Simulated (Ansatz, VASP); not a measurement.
# Two plane-wave programs on Rb

File INCAR:

```
PREC = Accurate
ENCUT = 520
EDIFF = 1E-6
ISMEAR = -1
SIGMA = 0.05
LREAL = F
LASPH = T
NELM = 100
ALGO = Fast
ISIF = 2
LWAVE = F
LCHARG = F
GGA = PE
NBANDS = 16
```

Contents of KPOINTS:

```
regular mesh
0
Gamma
  6 6 3
```

The input POSCAR:

```
Rb
1.0
    2.5715771464     -4.5032088319      0.0000000000
    2.5715771464      4.5032088319      0.0000000000
    0.0000000000      0.0000000000      8.5591734803
Rb
2
Direct
    0.1602887400      0.8397112600      0.7500000000
    0.8397112600      0.1602887400      0.2500000000
```

File input.yaml:

```yaml
crystal:
  lattice:
    - [2.5715771464, -4.5032088319, 0.0]
    - [2.5715771464, 4.5032088319, 0.0]
    - [0.0, 0.0, 8.5591734803]
  atoms:
    - { symbol: Rb, position: [0.16028874, 0.83971126, 0.75] }
    - { symbol: Rb, position: [0.83971126, 0.16028874, 0.25] }
hamiltonian:
  xc: pbe
  pseudopotentials: { kind: paw }
kpoints:
  mp_grid: { grid: [6, 6, 3] }
scf:
  occupations: { method: fermi_dirac, width: 0.05 }
output:
  forces: true
  stress: true
  eigenvalues: true
  write_density: true
  write_potential: true
  elf: true
  volumetric_format: npy
```

Alike in both runs: task single point; functional PBE; k mesh 6 × 6 × 3; occupations fermi-dirac, width 0.05 eV; no spin polarisation.

|  | VASP | Ansatz |
| --- | --- | --- |
| version | VASP 6.6.1 | Ansatz 0.2.0 |
| potentials or method | VASP PAW PBE potentials, release 64 (Rb_sv) | Ansatz PAW |
| plane-wave cutoff (eV) | 520 | 420 |
| valence electrons in the cell | 18 | 18 |

```tsv
	VASP	Ansatz	Ansatz less VASP
gap on the k mesh at the Fermi level (eV)	none	none	-
pressure (GPa)	-0.2	-0.2	+0.01
traceless stress, the component that is largest in VASP (GPa)	-0.06	-0.06	0.000
```

A gap of «none» marks a metal or a gap that the smearing closes. The functional is the same, so the differences come from potentials, cutoffs and numerics.
